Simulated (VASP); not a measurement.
# BN (Cm) in VASP: a series of runs

BN is run at these levels: PBE+D3(BJ); tasks: single point.

Everything below comes from runs of VASP 6.6.1. Logs are shortened: lines on timing, memory, paths and dates and some standing lists are left out, and cuts for length are marked.

### 1 The cell of the first run

It takes space group Cm (No. 8, monoclinic). The conventional cell has a = 4.341 Å, b = 2.506 Å, c = 6.597 Å, α = 90.00°, β = 90.00°, γ = 90.00°. B (site symmetry m) has 3 N at 1.39 to 1.66 Å within 1.9 Å. B (site symmetry m) has 3 N at 1.45 Å within 1.9 Å. Within 1.9 Å of N (site symmetry m) lie 3 B at 1.45 Å. Within 1.9 Å of N (site symmetry m) lie 3 B at 1.39 to 1.66 Å.

### 2 Single point, PBE+D3(BJ) (atom 1 (B) moved by +0.192 Å along [1 2 0] and -0.288 Å along [0 0 1])

File INCAR:

```
ALGO = Normal ; EDIFF = 1E-6
ENCUT = 520 ; GGA = PE
ISIF = 2 ; ISMEAR = 0
IVDW = 12 ; LASPH = T
LCHARG = F ; LREAL = F
LWAVE = F ; NBANDS = 16
NELM = 100 ; PREC = Accurate
SIGMA = 0.05
```

File KPOINTS:

```
k-points
0
Gamma
  12 12 4
```

File POSCAR:

```
BN
1.0
    2.5061233057      0.0000000000      0.0000000000
   -1.2530616528      2.1703664477      0.0000000000
    0.0000000000      0.0000000000      6.5973571420
B N
2 2
Direct
    0.0442321619      0.0884643237      0.4563461559
    0.3333333333      0.6666666667      0.0000000000
    0.0000000000      0.0000000000      0.0000000000
    0.6666666667      0.3333333333      0.5000000000
```

Potentials or basis: VASP PAW PBE potentials, release 64 (B, N).

On the command line:

```
> cat potpaw_PBE.64/B/POTCAR potpaw_PBE.64/N/POTCAR > POTCAR
> mpirun -np 1 vasp_std > vasp.out
```

OUTCAR:

```text
EDIFF = 1E-6
   ENCUT = 520
   GGA = PE
   ISIF = 2
   ISMEAR = 0
   IVDW = 12
   LASPH = T
   LREAL = F
   NELM = 100
   PREC = Accurate
 IVDW          = 12

 ion  position               nearest neighbor table
   1  0.044  0.088  0.456-   4 1.39   4 1.39   4 1.66
   2  0.333  0.667  0.000-   3 1.45   3 1.45   3 1.45
   3  0.000  0.000  0.000-   2 1.45   2 1.45   2 1.45
   4  0.667  0.333  0.500-   1 1.39   1 1.39   1 1.66

  LATTYP: Found a hexagonal cell.
 ALAT       =     2.5061233057
 C/A-ratio  =     2.6324950281

  Lattice vectors:

 A1 = (   2.5061233057,   0.0000000000,   0.0000000000)
 A2 = (  -1.2530616528,   2.1703664477,   0.0000000000)
 A3 = (   0.0000000000,   0.0000000000,   6.5973571420)

Analysis of symmetry for initial positions (statically):
=====================================================================
 Subroutine PRICEL returns:
 Original cell was already a primitive cell.

 Routine SETGRP: Setting up the symmetry group for a
 hexagonal supercell.

 Subroutine GETGRP returns: Found  2 space group operations
 (whereof  2 operations were pure point group operations)
 out of a pool of 24 trial point group operations.

The static configuration has the point symmetry C_1h.

Analysis of symmetry for dynamics (positions and initial velocities):
=====================================================================
 Subroutine PRICEL returns:
 Original cell was already a primitive cell.

 Routine SETGRP: Setting up the symmetry group for a
 hexagonal supercell.

 Subroutine GETGRP returns: Found  2 space group operations
 (whereof  2 operations were pure point group operations)
 out of a pool of 24 trial point group operations.

The dynamic configuration has the point symmetry C_1h.

 Subroutine INISYM returns: Found  2 space group operations
 (whereof  2 operations are pure point group operations),
 and found     1 'primitive' translations

----------------------------------------------------------------------------------------

                                     Primitive cell

  volume of cell :      35.8844

  direct lattice vectors                    reciprocal lattice vectors
     2.506123306  0.000000000  0.000000000     0.399022665  0.230375843  0.000000000
    -1.253061653  2.170366448  0.000000000     0.000000000  0.460751686  0.000000000
[... 90 lines left out ...]
   LREAL  =      F    real-space projection
   EDIFFG = 0.1E-04   stopping-criterion for IOM
   NSW    =      0    number of steps for IOM
   IBRION =     -1    ionic relax: 0-MD 1-quasi-New 2-CG
   NFREE  =      0    steps in history (QN), initial steepest desc. (CG)
   ISIF   =      2    stress and relaxation
   ISYM   =      2    0-nonsym 1-usesym 2-fastsym
   POTIM  = 0.5000    time-step for ionic-motion
   TEBEG  =    0.0;   TEEND  =   0.0 temperature during run
   PSTRESS=    0.0 pullay stress
   NELECT =      16.0000    total number of electrons
   NUPDOWN=      -1.0000    fix difference up-down
   EMIN   =  10.00;   EMAX   =-10.00  energy-range for DOS
   EFERMI =   0.00;   METHOD = LEGACY
   ISMEAR =     0;   SIGMA  =   0.05  broadening in eV -4-tet -1-fermi 0-gaus
   EFERMI_NEDOS =   21; number of points for ismear=-14 and -15
   IALGO  =     38    algorithm
   IMIX   =      4    mixing-type and parameters
     AMIX     =   0.40;   BMIX     =  1.00
     AMIX_MAG =   1.60;   BMIX_MAG =  1.00
  volume/ion in A,a.u.               =       8.97        60.54
  Fermi-wavevector in a.u.,A,eV,Ry     =   1.250680  2.363443 21.282251  1.564201
  Thomas-Fermi vector in A             =   2.384663
   LORBIT       =      0    0 simple, 1 ext, 2 COOP (PROOUT), +10 PAW based schemes
   GGA     = PE    functional components
   LHFCALC =     F    Hartree Fock is set to
   AEXX    =    0.0000 exact exchange contribution
   IVDW    =    12    specifies the selected vdW correction
   LEPSILON=     F    determine dielectric tensor
   LRPA    =     F    only Hartree local field effects (RPA)
 non-spin polarized calculation
 Gauss-broadening in eV      SIGMA  =   0.05
  energy-cutoff  :      520.00
  volume of cell :       35.88
 maximum number of plane-waves:       985
   NGX =  9   NGY =  9   NGZ = 25

 number of electron      15.9999998 magnetization

 Free energy of the ion-electron system (eV)
  ---------------------------------------------------
  ext. energy  EPLUGINS =         0.00000000
  ---------------------------------------------------
  free energy    TOTEN  =       -34.08270815 eV

  energy without entropy =      -34.08270815  energy(sigma->0) =      -34.08270815

 E-fermi :   4.0016     XC(G=0): -10.1581

 val. band max:        3.7479696334   @ k =   0.0000   0.0000   0.5000
 cond. band min:       6.0770459528   @ k =   0.5000   0.0000   0.2500
 fundamental gap:      2.3290763194
 Fermi energy:         4.0015903877

 k-point     1 :       0.0000    0.0000    0.0000
  band No.  band energies     occupation
      1     -15.6347      2.00000
      2     -14.9255      2.00000
      3      -4.0364      2.00000
      4      -1.6018      2.00000
      5      -0.2172      2.00000
      6       0.7202      2.00000
[... 433 lines left out ...]
      3      -5.5518      2.00000
      4      -5.1645      2.00000
      5      -2.1336      2.00000
      6      -0.4263      2.00000
[... 8 lines left out ...]
     15      18.2902      0.00000
     16      19.3896      0.00000

 [... further k-points ...]

------------------------ aborting loop because EDIFF is reached ----------------------------------------

 Edisp (eV)   -0.56957

 E8    (eV) :    -0.1672

  FORCE on cell =-STRESS in cart. coord.  units (eV):
  Direction    XX          YY          ZZ          XY          YZ          ZX
  --------------------------------------------------------------------------------------
  -------------------------------------------------------------------------------------
  Total       2.58212     0.10870    -1.13090     0.00000     1.30887     0.00000
  in kB     115.28713     4.85334   -50.49265     0.00000    58.43878     0.00000
  external pressure =       23.22 kB  Pullay stress =        0.00 kB

 VOLUME and BASIS-vectors are now :
 -----------------------------------------------------------------------------
  energy-cutoff  :      520.00
  volume of cell :       35.88
      direct lattice vectors                 reciprocal lattice vectors
     2.506123306  0.000000000  0.000000000     0.399022665  0.230375843  0.000000000
    -1.253061653  2.170366448  0.000000000     0.000000000  0.460751686  0.000000000
     0.000000000  0.000000000  6.597357142     0.000000000  0.000000000  0.151575847

 POSITION                                       TOTAL-FORCE (eV/Angst)
 -----------------------------------------------------------------------------------
      0.00000      0.19200      3.01068        -0.000000     -4.634128      3.266740
     -0.00000      1.44691      0.00000         0.000000      0.002890     -0.247619
      0.00000      0.00000      0.00000         0.000000      0.007494      0.209020
      1.25306      0.72346      3.29868         0.000000      4.623744     -3.228142
 -----------------------------------------------------------------------------------
    total drift:                                0.000001      0.000203      0.000125

  FREE ENERGIE OF THE ION-ELECTRON SYSTEM (eV)
  ---------------------------------------------------
  free  energy   TOTEN  =       -34.6522734685 eV

  energy  without entropy=      -34.6522734685  energy(sigma->0) =      -34.65227347
```

OSZICAR:

```text
N       E                     dE             d eps       ncg     rms          rms(c)
DAV:   1     0.427338013696E+02    0.42734E+02   -0.76769E+03  5256   0.924E+02
DAV:   2    -0.347746267913E+02   -0.77508E+02   -0.69987E+02  7208   0.211E+02
DAV:   3    -0.377007389918E+02   -0.29261E+01   -0.29131E+01  6848   0.399E+01
DAV:   4    -0.377177039917E+02   -0.16965E-01   -0.16960E-01  6520   0.337E+00
DAV:   5    -0.377178597936E+02   -0.15580E-03   -0.15580E-03  6832   0.313E-01    0.114E+01
DAV:   6    -0.344222205310E+02    0.32956E+01   -0.53715E+00  7200   0.182E+01    0.505E+00
DAV:   7    -0.341683078041E+02    0.25391E+00   -0.56310E-01  7288   0.567E+00    0.321E+00
DAV:   8    -0.340838227466E+02    0.84485E-01   -0.22289E-01  7112   0.325E+00    0.422E-01
DAV:   9    -0.340820485650E+02    0.17742E-02   -0.13121E-02  6240   0.951E-01    0.208E-01
DAV:  10    -0.340826118282E+02   -0.56326E-03   -0.13254E-03  6864   0.292E-01    0.396E-02
DAV:  11    -0.340826792949E+02   -0.67467E-04   -0.71191E-05  7568   0.766E-02    0.219E-02
DAV:  12    -0.340827042850E+02   -0.24990E-04   -0.21213E-05  6832   0.371E-02    0.117E-02
DAV:  13    -0.340827080767E+02   -0.37918E-05   -0.56195E-06  7024   0.179E-02    0.146E-03
DAV:  14    -0.340827081492E+02   -0.72469E-07   -0.24443E-07  4528   0.434E-03
   1 F= -.34652273E+02 E0= -.34652273E+02  d E =-.706195E-15
```

stdout:

```text
POSCAR found type information on POSCAR B N
 POSCAR found :  2 types and       4 ions
 scaLAPACK will be used
 LDA part: xc-table for (Slater+PW92), standard interpolation
 POSCAR, INCAR and KPOINTS ok, starting setup
 FFT: planning ... GRIDC
 FFT: planning ... GRID_SOFT
 FFT: planning ... GRID
 WAVECAR not read
 entering main loop
```

Wall time 62 s (1 thread of Intel Xeon 6975P-C, shared host); peak memory 0.22 GiB.

Results:

| Property | Result |
| --- | --- |
| Free energy | -34.6523 eV |
| Pressure | 2.3 GPa |
| Largest force | 5.670 eV/Å |
| Band gap on the k mesh | 2.33 eV, indirect (least direct gap 3.10 eV) |
| Dispersion energy per atom | -0.142 eV |

Forces in eV/Å, atoms in the order of the input:
```
B    0.000 -4.634  3.267
B    0.000  0.003 -0.248
N    0.000  0.007  0.209
N    0.000  4.624 -3.228
```

Caveat: the cell differs from its parent crystal (atom 1 (B) moved by +0.192 Å along [1 2 0] and -0.288 Å along [0 0 1]); forces of over 1 eV/Å act on the atoms, so gaps and moduli don't describe the material at rest. A k mesh can miss the band edges.

[end of part 1 of 2]
